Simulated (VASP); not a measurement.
**MgO: single point with PBE**

The system is MgO.

```
Mg O
1.0
     3.28038    0.00000    0.00000
    -1.64019    2.84089    0.00000
     0.00000    0.00000   10.51471
Mg O
4 4
Direct
  0.33333 0.66667 0.96948
  0.00000 0.00000 0.22081
  0.00000 0.00000 0.72081
  0.66667 0.33333 0.46948
  0.33333 0.66667 0.78005
  0.86587 0.00000 0.59243
  0.00000 0.00000 0.02966
  0.66667 0.33333 0.28005
```

This cell differs from its parent crystal: atom 6 (O) moved by -0.440 Å along [1 0 0] and +0.660 Å along [0 0 1].

```
Program             : VASP 6.6.1
Task                : single point
Functional          : PBE
Potentials or basis : VASP PAW PBE potentials, release 64 (Mg, O)
Cutoff              : 520 eV
k mesh              : 9 × 9 × 2
Occupations         : gaussian, width 0.05 eV
Spin                : no spin polarisation
```

| Quantity | Value |
| --- | --- |
| Pressure | 16.4 GPa |
| Largest force | 26.546 eV/Å |
| Band gap on the k mesh | 0.62 eV |

Forces in eV/Å, atoms in the order of the input:
```
Mg   -0.002   0.000  -1.123
Mg   -0.013   0.000  -1.135
Mg    6.664   0.017  21.700
Mg   -0.451   0.374   2.608
O    -0.254  -0.163   1.616
O    -5.913  -0.246 -25.878
O     0.001  -0.001   1.154
O    -0.033   0.017   1.059
```

Stress tensor (GPa, compression positive):
```
 5.26  1.58 15.09
 1.58  0.24 -1.38
15.09 -1.38 43.60
```

Levels at points of the mesh, in eV from the valence-band top:
| k point | band 14 | band 15 | band 16 | band 17 | band 18 | band 19 |
| --- | --- | --- | --- | --- | --- | --- |
| (0.00, 0.00, 0.00) | -0.98 | -0.14 | 0.00 | 0.62 | 3.50 | 4.36 |
| (0.00, 0.00, 0.50) | -1.22 | -0.14 | -0.01 | 0.99 | 2.91 | 5.39 |

It took 2.4 min on 1 thread of Intel(R) Xeon(R) Platinum 8488C (Sapphire Rapids), on a shared host, peak memory 0.3 GiB.

Caveat: the cell differs from its parent crystal (atom 6 (O) moved by -0.440 Å along [1 0 0] and +0.660 Å along [0 0 1]); atoms lie so close that the PAW spheres overlap strongly, which falsifies energies and pressures; the cell stands under pressure; an odd mesh through Γ misses points on the zone boundary, where band edges can lie; forces of over 1 eV/Å act on the atoms, so gaps and moduli don't describe the material at rest.
